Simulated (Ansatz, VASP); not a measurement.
Al in VASP and in Ansatz

Contents of INCAR:

```
SYSTEM = Al
PREC = Accurate
ENCUT = 600
EDIFF = 1E-6
ISMEAR = 0
SIGMA = 0.1
LREAL = .False.
LASPH = .True.
NELM = 80
ALGO = Fast
ISIF = 3
LWAVE = .False.
LCHARG = .False.
GGA = PE
IBRION = 2
NSW = 65
EDIFFG = -0.01
```

Contents of KPOINTS:

```
regular mesh
0
Gamma
  18 18 7
  0 0 0
```

Contents of POSCAR:

```
Al
1.0
    2.8694187012      0.0000000000      0.0000000000
   -1.4347093506      2.4849894893      0.0000000000
    0.0000000000      0.0000000000      7.0011982524
Al
3
Direct
    0.0000000000      0.0000000000      0.0000000000
    0.3333333333      0.6666666667      0.3333333333
    0.6666666667      0.3333333333      0.6666666667
```

Input for Ansatz:

```yaml
crystal:
  lattice:
    - [2.8694187012, 0.0, 0.0]
    - [-1.4347093506, 2.4849894893, 0.0]
    - [0.0, 0.0, 7.0011982524]
  atoms:
    - { symbol: Al, position: [0.0, 0.0, 0.0] }
    - { symbol: Al, position: [0.3333333333, 0.6666666667, 0.3333333333] }
    - { symbol: Al, position: [0.6666666667, 0.3333333333, 0.6666666667] }
basis:
  ecutwfc: 420
kpoints:
  mp_grid: { grid: [18, 18, 7] }
hamiltonian:
  xc: pbe
scf:
  occupations: { method: gaussian, width: 0.1 }
output:
  forces: true
  stress: true
  eigenvalues: true
  populations: true
relax:
  adjacent_minimum: "off"
  f_tol: 0.01
  max_steps: 45
  cell: { stress_tol: 0.05 }
```

Alike in both runs: task relaxation of cell and atoms; functional PBE; k mesh 18 × 18 × 7; occupations gaussian, width 0.1 eV; no spin polarisation.

|  | VASP | Ansatz |
| --- | --- | --- |
| version | VASP 6.6.1 | Ansatz 0.2.0 |
| potentials or method | VASP PAW PBE potentials, release 64 (Al), cutoff 600 eV | scalar-relativistic, plane waves, PAW |
| valence electrons in the cell | 9 | 9 |

```tsv
	VASP	Ansatz	Ansatz less VASP
gap on the k mesh at the Fermi level, each at its own relaxed structure (eV)	none	none	-
relaxed volume (Å³/atom)	16.49	16.50	+0.010
relaxed length of the cell vector where the two differ most in proportion (Å)	2.861	2.862	+0.0009
```

A gap of «none» marks a metal or a gap that the smearing closes.
